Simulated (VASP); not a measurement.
Set up this calculation in VASP 6.6.1, as the native input.

- Task: single point
- Functional: PBE
- Potentials or basis: VASP PAW PBE potentials, release 64 (H, Mo_sv)
- Cutoff: 500 eV
- k mesh: 3 × 3 × 3
- Occupations: gaussian, width 0.15 eV
- Spin: no spin polarisation
- Dipole correction: no
- Further INCAR settings: ALGO = Normal; EDIFF = 1e-06; NBANDS = 27

The structure of MoH3 lies in POSCAR:

```
MoH3
1.0
    2.0395153387      1.1775147281      3.9600776625
   -2.0395153387      1.1775147281      3.9600776625
    0.0000000000     -2.3550294614      3.9600776610
H Mo
6 2
Direct
    0.7500000000      0.4917947550      0.0082052450
    0.4917947550      0.0082052450      0.7500000000
    0.0082052450      0.7500000000      0.4917947550
    0.2500000000      0.5082052450      0.9917947550
    0.5082052450      0.9917947550      0.2500000000
    0.9917947550      0.2500000000      0.5082052450
    0.0000000000      0.0000000000      0.0000000000
    0.5000000000      0.5000000000      0.5000000000
```

One way to write it, as run:

INCAR

```
PREC     = Accurate       # precision mode
ENCUT    = 500            # plane-wave cutoff, eV
EDIFF    = 1E-6           # SCF threshold, eV
ISMEAR   = 0              # smearing method
SIGMA    = 0.15           # smearing width, eV
LREAL    = F              # projectors in reciprocal space
LASPH    = T              # aspherical terms in the spheres
NELM     = 120            # most SCF steps
ALGO     = Normal         # electronic algorithm
ISIF     = 2              # what is computed and relaxed
LWAVE    = F              # write WAVECAR
LCHARG   = F              # write CHGCAR
GGA      = PE             # functional
NBANDS   = 27             # bands
GGA_COMPAT= F
```

KPOINTS

```
Automatic mesh
0
Gamma
  3 3 3
```

Potentials or basis: VASP PAW PBE potentials, release 64 (H, Mo_sv).

The run is started by

```sh
$ cat potpaw_PBE.64/H/POTCAR potpaw_PBE.64/Mo_sv/POTCAR > POTCAR
$ mpirun -np 1 vasp_std > vasp.out
```

It gave:

The pressure is -0.5 GPa and the largest force is 0.014 eV/Å. The band gap on the k mesh is zero (band 17 reaches 7.18 eV, above the bottom of band 18 at 6.53 eV).

Caveat: the k points lie up to 0.62 Å⁻¹ apart.

Run time: 6.3 s on 1 thread of Intel(R) Xeon(R) 6975P-C (Granite Rapids), with other jobs on the host, peak memory 0.2 GiB.
